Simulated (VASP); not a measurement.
# MgCdS4 (P4/mmm) in VASP: a series of runs

Runs on MgCdS4. Level: PBE. Tasks: relaxation of cell and atoms.

Program: VASP 6.6.1. These are calculated values, not measurements. Logs are shortened: lines on timing, memory, paths and dates and some standing lists are left out, and cuts for length are marked.

## 1. The cell of the first run

It takes space group P4/mmm (No. 123, tetragonal). Conventional cell: a = 5.964 Å, b = 5.964 Å, c = 4.367 Å, α = 90.00°, β = 90.00°, γ = 90.00°. Mg (site symmetry 4/mmm) has 8 S at 2.98 Å within 3.9 Å. Cd (site symmetry 4/mmm) has 16 S at 3.82 Å and 4 Mg at 4.22 Å and 2 Cd at 4.37 Å within 5.0 Å. Within 2.5 Å of S (site symmetry m2m) lie 1 S at 1.90 Å.

## 2. Relaxation of cell and atoms, PBE

The input, INCAR:

```
PREC = Accurate
ENCUT = 600
EDIFF = 1E-7
ISMEAR = 0
SIGMA = 0.1
LREAL = F
LASPH = T
NELM = 100
ALGO = Normal
ISIF = 3
LWAVE = F
LCHARG = F
GGA = PE
IBRION = 2
NSW = 90
EDIFFG = -0.04
```

The input, KPOINTS:

```
regular mesh
0
Gamma
  4 4 4
```

The input, POSCAR:

```
MgCdS4
1.0
    5.9642590300      0.0000000000      0.0000000000
    0.0000000000      5.9642590300      0.0000000000
    0.0000000000      0.0000000000      4.3668123100
Mg Cd S
1 1 4
Direct
    0.0000000000      0.0000000000      0.5000000000
    0.5000000000      0.5000000000      0.5000000000
    0.6596910700      0.0000000000      0.0000000000
    0.3403089300      0.0000000000      0.0000000000
    0.0000000000      0.3403089300      0.0000000000
    0.0000000000      0.6596910700      0.0000000000
```

Potentials or basis: VASP PAW PBE potentials, release 64 (Mg, Cd, S).

Run with:

```console
cat potpaw_PBE.64/Mg/POTCAR potpaw_PBE.64/Cd/POTCAR potpaw_PBE.64/S/POTCAR > POTCAR
mpirun -np 1 vasp_std > vasp.out
```

OUTCAR:

```text
PREC = Accurate
   ENCUT = 600
   EDIFF = 1E-7
   ISMEAR = 0
   LREAL = F
   LASPH = T
   NELM = 100
   ISIF = 3
   GGA = PE
   IBRION = 2
   NSW = 90
   EDIFFG = -0.04

 ion  position               nearest neighbor table
   1  0.000  0.000  0.500-   3 2.98   4 2.98   5 2.98   6 2.98   3 2.98   4 2.98   5 2.98   6 2.98

   2  0.500  0.500  0.500-
   3  0.660  0.000  0.000-   4 1.90   1 2.98   1 2.98
   4  0.340  0.000  0.000-   3 1.90   1 2.98   1 2.98
   5  0.000  0.340  0.000-   6 1.90   1 2.98   1 2.98
   6  0.000  0.660  0.000-   5 1.90   1 2.98   1 2.98

  LATTYP: Found a simple tetragonal cell.
 ALAT       =     5.9642590300
 C/A-ratio  =     0.7321634235

  Lattice vectors:

 A1 = (   5.9642590300,   0.0000000000,   0.0000000000)
 A2 = (   0.0000000000,   5.9642590300,   0.0000000000)
 A3 = (   0.0000000000,   0.0000000000,   4.3668123100)

Analysis of symmetry for initial positions (statically):
=====================================================================
 Subroutine PRICEL returns:
 Original cell was already a primitive cell.

 Routine SETGRP: Setting up the symmetry group for a
 simple tetragonal supercell.

 Subroutine GETGRP returns: Found 16 space group operations
 (whereof 16 operations were pure point group operations)
 out of a pool of 16 trial point group operations.

The static configuration has the point symmetry D_4h.

Analysis of symmetry for dynamics (positions and initial velocities):
=====================================================================
 Subroutine PRICEL returns:
 Original cell was already a primitive cell.

 Routine SETGRP: Setting up the symmetry group for a
 simple tetragonal supercell.

 Subroutine GETGRP returns: Found 16 space group operations
 (whereof 16 operations were pure point group operations)
 out of a pool of 16 trial point group operations.

The dynamic configuration has the point symmetry D_4h.

 Subroutine INISYM returns: Found 16 space group operations
 (whereof 16 operations are pure point group operations),
 and found     1 'primitive' translations

----------------------------------------------------------------------------------------

                                     Primitive cell

  volume of cell :     155.3379

  direct lattice vectors                    reciprocal lattice vectors
     5.964259030  0.000000000  0.000000000     0.167665421  0.000000000  0.000000000
[... 88 lines left out ...]
   LREAL  =      F    real-space projection
   EDIFFG = -.4E-01   stopping-criterion for IOM
   NSW    =     90    number of steps for IOM
   IBRION =      2    ionic relax: 0-MD 1-quasi-New 2-CG
   NFREE  =      1    steps in history (QN), initial steepest desc. (CG)
   ISIF   =      3    stress and relaxation
   ISYM   =      2    0-nonsym 1-usesym 2-fastsym
   POTIM  = 0.5000    time-step for ionic-motion
   TEBEG  =    0.0;   TEEND  =   0.0 temperature during run
   PSTRESS=    0.0 pullay stress
   NELECT =      38.0000    total number of electrons
   NUPDOWN=      -1.0000    fix difference up-down
   EMIN   =  10.00;   EMAX   =-10.00  energy-range for DOS
   EFERMI =   0.00;   METHOD = LEGACY
   ISMEAR =     0;   SIGMA  =   0.10  broadening in eV -4-tet -1-fermi 0-gaus
   EFERMI_NEDOS =   21; number of points for ismear=-14 and -15
   IALGO  =     38    algorithm
   IMIX   =      4    mixing-type and parameters
     AMIX     =   0.40;   BMIX     =  1.00
     AMIX_MAG =   1.60;   BMIX_MAG =  1.00
  volume/ion in A,a.u.               =      25.89       174.71
  Fermi-wavevector in a.u.,A,eV,Ry     =   1.023867  1.934828 14.263035  1.048304
  Thomas-Fermi vector in A             =   2.157623
   LORBIT       =      0    0 simple, 1 ext, 2 COOP (PROOUT), +10 PAW based schemes
   GGA     = PE    functional components
   LHFCALC =     F    Hartree Fock is set to
   AEXX    =    0.0000 exact exchange contribution
   IVDW    =     0    specifies the selected vdW correction
   LEPSILON=     F    determine dielectric tensor
   LRPA    =     F    only Hartree local field effects (RPA)
 conjugate gradient relaxation of ions
 non-spin polarized calculation
 Gauss-broadening in eV      SIGMA  =   0.10
  energy-cutoff  :      600.00
  volume of cell :      155.34
 maximum number of plane-waves:      5216
 NGX is ok and might be reduce to    48
   NGX = 23   NGY = 23   NGZ = 17

--------------------------------------- Ionic step        1  -------------------------------------------

 number of electron      38.0000006 magnetization

 Free energy of the ion-electron system (eV)
  ---------------------------------------------------
  ext. energy  EPLUGINS =         0.00000000
  ---------------------------------------------------
  free energy    TOTEN  =       -17.85987013 eV

  energy without entropy =      -17.83633133  energy(sigma->0) =      -17.84810073

------------------------ aborting loop because EDIFF is reached ----------------------------------------

  FORCE on cell =-STRESS in cart. coord.  units (eV):
  Direction    XX          YY          ZZ          XY          YZ          ZX
  --------------------------------------------------------------------------------------
  -------------------------------------------------------------------------------------
  Total        3.8021039      3.8021039     -4.2292770      0.0000000     -0.0000000      0.0000000
  in kB       39.2154359     39.2154359    -43.6213589      0.0000000     -0.0000000      0.0000000
  external PRESSURE =      11.6031710 kB  Pullay stress =       0.0000000 kB
[... 101 lines left out ...]
  FREE ENERGIE OF THE ION-ELECTRON SYSTEM (eV)
  ---------------------------------------------------
  free  energy   TOTEN  =       -18.2501777466 eV

  energy  without entropy=      -18.2331486310  energy(sigma->0) =      -18.24166319

[... ionic steps 4 to 8 ...]

--------------------------------------- Ionic step        9  -------------------------------------------

 number of electron      38.0000000 magnetization

------------------------ aborting loop because EDIFF is reached ----------------------------------------
[... 75 lines left out ...]
--------------------------------------- Ionic step       11  -------------------------------------------

 number of electron      38.0000001 magnetization

 Free energy of the ion-electron system (eV)
  ---------------------------------------------------
  ext. energy  EPLUGINS =         0.00000000
  ---------------------------------------------------
  free energy    TOTEN  =       -18.55968668 eV

  energy without entropy =      -18.54351780  energy(sigma->0) =      -18.55160224

 E-fermi :   3.1192     XC(G=0):  -9.1238

 val. band max:        3.1160064287   @ k =   0.5000   0.0000   0.2500
 cond. band min:       3.1195644213   @ k =   0.2500   0.2500   0.0000
 fundamental gap:      0.0035579927
 Fermi energy:         3.1191938727

 k-point     1 :       0.0000    0.0000    0.0000
  band No.  band energies     occupation
      1     -12.5602      2.00000
      2     -11.4909      2.00000
      3      -8.3080      2.00000
      4      -8.3080      2.00000
      5      -4.8241      2.00000
      6      -4.4148      2.00000
[... 490 lines left out ...]
  FREE ENERGIE OF THE ION-ELECTRON SYSTEM (eV)
  ---------------------------------------------------
  free  energy   TOTEN  =       -18.5596866807 eV

  energy  without entropy=      -18.5435178028  energy(sigma->0) =      -18.55160224

 reached required accuracy - stopping structural energy minimisation
```

OSZICAR:

```text
N       E                     dE             d eps       ncg     rms          rms(c)
DAV:   1     0.252404654860E+03    0.25240E+03   -0.18140E+04   828   0.159E+03
DAV:   2     0.327438915599E+01   -0.24913E+03   -0.24378E+03  1037   0.300E+02
DAV:   3    -0.183471009141E+02   -0.21621E+02   -0.21372E+02  1038   0.869E+01
DAV:   4    -0.187541172218E+02   -0.40702E+00   -0.40119E+00   972   0.127E+01
[... 116 lines left out ...]
DAV:   3    -0.185597042800E+02    0.84799E-04   -0.12666E-04   970   0.791E-02    0.615E-02
DAV:   4    -0.185596883620E+02    0.15918E-04   -0.50416E-05   996   0.408E-02    0.188E-02
DAV:   5    -0.185596870135E+02    0.13484E-05   -0.69076E-06   891   0.164E-02    0.150E-02
DAV:   6    -0.185596866973E+02    0.31623E-06   -0.61307E-07   975   0.501E-03    0.441E-03
DAV:   7    -0.185596866807E+02    0.16625E-07   -0.87011E-08   477   0.212E-03
  11 F= -.18559687E+02 E0= -.18551602E+02  d E =-.100436E-02
```

Run time: 4.8 min. Hardware: 1 thread of Intel Xeon 6975P-C (Granite Rapids), shared host; peak memory 0.33 GiB.

What came out:

| Property | Result |
| --- | --- |
| Free energy | -18.5597 eV |
| Relaxed volume | 22.97 Å³/atom |
| Relaxed cell | a = 6.035 Å, b = 6.035 Å, c = 3.784 Å, α = 90.00°, β = 90.00°, γ = 90.00° |
| Space group after relaxing (to 0.05 Å) | P4/mmm (No. 123) |
| Energy gained by relaxing | 116.6 meV/atom |
| Ionic steps | 11 |
| Pressure after relaxing | 0.1 GPa |
| Largest force after relaxing | 0.005 eV/Å |
| Band gap on the k mesh | zero (band 19 reaches 3.31 eV, above the bottom of band 20 at 2.72 eV) |

Forces on the atoms (eV/Å):
```
Mg   0.000  0.000  0.000
Cd   0.000  0.000  0.000
S   -0.005  0.000  0.000
S    0.005  0.000  0.000
S    0.000  0.005  0.000
S    0.000 -0.005  0.000
```

The path:
```
step  energy change (eV)  largest force (eV/Å)  pressure (GPa)  volume (Å³)
   1              0.0000                2.3514            1.16       155.34
   2             -0.3239                0.5242           -4.12       159.37
   3             -0.3903                0.0729           -2.97       157.92
   4             -0.5725                0.1331           -1.68       148.43
   5             -0.6481                0.2387           -0.10       140.44
   6             -0.6518                0.2782            0.43       138.26
   7             -0.6831                0.2015            0.18       138.18
   8             -0.6985                0.1051           -0.04       138.03
   9             -0.6988                0.0921           -0.07       138.00
  10             -0.6994                0.0544            0.21       137.71
  11             -0.6998                0.0051            0.10       137.82
```

Final structure:
```
Mg Cd S
1.0
     6.03516    0.00000    0.00000
     0.00000    6.03516    0.00000
     0.00000    0.00000    3.78391
Mg Cd S
1 1 4
Direct
  0.00000 0.00000 0.50000
  0.50000 0.50000 0.50000
  0.67119 0.00000 0.00000
  0.32881 0.00000 0.00000
  0.00000 0.32881 0.00000
  0.00000 0.67119 0.00000
```

## 3. Relaxation of cell and atoms, PBE

This run uses another cell than the first one, of 23.14 Å³/atom, 0.894 times its volume.

The input, INCAR:

```
SYSTEM = MgCdS4
PREC     = Accurate       ! precision mode
ENCUT    = 600            ! plane-wave cutoff, eV
EDIFF    = 1E-6           ! SCF threshold, eV
ISMEAR   = 0              ! smearing method
SIGMA    = 0.1            ! smearing width, eV
LREAL    = .False.        ! projectors in reciprocal space
LASPH    = .True.         ! aspherical terms in the spheres
NELM     = 100            ! most SCF steps
ALGO     = Normal         ! electronic algorithm
ISIF     = 3              ! what is computed and relaxed
LWAVE    = .False.        ! write WAVECAR
LCHARG   = .False.        ! write CHGCAR
GGA      = PE             ! functional
IBRION   = 2              ! ionic algorithm
NSW      = 100            ! ionic steps
EDIFFG   = -0.01          ! ionic threshold
```

The input, KPOINTS:

```
regular mesh
0
Gamma
  6 6 10
  0 0 0
```

The input, POSCAR:

```
MgCdS4
1.0
    6.0412136385      0.0000000000      0.0000000000
    0.0000000000      6.0412136385      0.0000000000
    0.0000000000      0.0000000000      3.8041313563
Mg Cd S
1 1 4
Direct
    0.0000000000      0.0000000000      0.5000000000
    0.5000000000      0.5000000000      0.5000000000
    0.6719086736      0.0000000000      0.0000000000
    0.3280913264      0.0000000000      0.0000000000
    0.0000000000      0.3280913264      0.0000000000
    0.0000000000      0.6719086736      0.0000000000
```

Potentials or basis: VASP PAW PBE potentials, release 64 (Mg, Cd, S).

Run with:

```console
cat potpaw_PBE.64/Mg/POTCAR potpaw_PBE.64/Cd/POTCAR potpaw_PBE.64/S/POTCAR > POTCAR
mpirun -np 1 vasp_std > vasp.out
```

It took 4.4 min on 1 thread of Intel Xeon 6975P-C (Granite Rapids), shared host; peak memory 0.43 GiB.

Results (log left out):

```yaml
Free_energy: -18.5396 eV
Relaxed_volume: 23.07 Å³/atom
Relaxed_cell: a = 6.014 Å, b = 6.014 Å, c = 3.826 Å, α = 90.00°, β = 90.00°, γ = 90.00°
Space_group_after_relaxing_to_0.05_Å: P4/mmm (No. 123)
Energy_gained_by_relaxing: 0.4 meV/atom
Ionic_steps: 5
Pressure_after_relaxing: 0.0 GPa
Largest_force_after_relaxing: 0.009 eV/Å
Band_gap_on_the_k_mesh: zero (band 19 reaches 3.30 eV, above the bottom of band 20 at 2.69 eV)
```

Forces in eV/Å, atoms in the order of the input:
```
Mg   0.000  0.000  0.000
Cd   0.000  0.000  0.000
S   -0.009  0.000  0.000
S    0.009  0.000  0.000
S    0.000  0.009  0.000
S    0.000 -0.009  0.000
```

The path:
| step | energy change (eV) | largest force (eV/Å) | pressure (GPa) | volume (Å³) |
| --- | --- | --- | --- | --- |
| 1 | 0.0000 | 0.0000 | -0.22 | 138.84 |
| 2 | -0.0015 | 0.0356 | 0.06 | 138.20 |
| 3 | -0.0016 | 0.0420 | 0.11 | 138.09 |
| 4 | -0.0021 | 0.0150 | 0.07 | 138.25 |
| 5 | -0.0023 | 0.0092 | 0.02 | 138.39 |

Final structure:
```cif
data_structure
_symmetry_space_group_name_H-M 'P 1'
_symmetry_Int_Tables_number 1
_cell_length_a 6.0144
_cell_length_b 6.0144
_cell_length_c 3.8259
_cell_angle_alpha 90.000
_cell_angle_beta 90.000
_cell_angle_gamma 90.000
_cell_volume 138.39
loop_
_atom_site_label
_atom_site_type_symbol
_atom_site_fract_x
_atom_site_fract_y
_atom_site_fract_z
_atom_site_occupancy
Mg1 Mg 0.00000 0.00000 0.50000 1
Cd1 Cd 0.50000 0.50000 0.50000 1
S1 S 0.67258 0.00000 0.00000 1
S2 S 0.32742 0.00000 0.00000 1
S3 S 0.00000 0.32742 0.00000 1
S4 S 0.00000 0.67258 0.00000 1
```

Levels at points of the mesh, in eV from the Fermi level:
| k point | band 15 | band 16 | band 17 | band 18 | band 19 | band 20 | band 21 | band 22 | band 23 |
| --- | --- | --- | --- | --- | --- | --- | --- | --- | --- |
| (0.00, 0.00, 0.00) | -2.86 | -2.34 | -2.00 | -0.68 | -0.68 | 1.78 | 2.12 | 2.12 | 2.57 |
| (0.50, 0.00, 0.00) | -2.96 | -1.03 | -0.68 | -0.55 | -0.51 | -0.10 | 1.38 | 2.08 | 2.78 |
| (0.50, 0.50, 0.00) | -2.12 | -1.95 | -1.37 | -0.43 | -0.40 | -0.40 | 0.48 | 3.03 | 3.03 |
| (0.00, 0.00, 0.50) | -3.04 | -2.67 | -2.55 | -2.55 | 0.15 | 1.69 | 1.89 | 2.37 | 2.46 |
| (0.50, 0.00, 0.50) | -2.95 | -2.47 | -2.31 | -0.81 | 0.07 | 0.10 | 1.97 | 2.93 | 2.97 |
| (0.50, 0.50, 0.50) | -4.43 | -1.97 | -0.84 | -0.81 | -0.72 | -0.05 | -0.05 | 3.17 | 5.02 |
